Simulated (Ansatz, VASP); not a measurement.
# W in VASP and in Ansatz

```
W
1.0
     2.74545    0.00000    0.00000
    -1.37272    2.37763    0.00000
     0.00000    0.00000    9.63659
W
4
Direct
  0.00000 0.00000 0.00000
  0.00000 0.00000 0.50000
  0.33333 0.66667 0.25000
  0.66667 0.33333 0.75000
```

Alike in both runs: task single point; functional LDA; k mesh 15 × 15 × 4; occupations fermi-dirac, width 0.1 eV; no spin polarisation.

|  | VASP | Ansatz |
| --- | --- | --- |
| version | VASP 6.6.1 | Ansatz 0.2.0 |
| potentials or method | VASP PAW LDA potentials, release 64 (W_sv), cutoff 520 eV | plane waves (420 eV) with PAW, scalar-relativistic |
| valence electrons in the cell | 56 | 56 |

```csv
,VASP,Ansatz,Ansatz less VASP
pressure (GPa),1.7,-0.1,-1.80
"traceless stress, the component that is largest in VASP (GPa)",-0.65,-0.35,+0.297
```

Ansatz warns that its potentials were made for another functional, while VASP's fit it. LDA's correlation is that of Perdew and Zunger in VASP and of Perdew and Wang (1992) in Ansatz.

Spin-orbit coupling is off throughout.
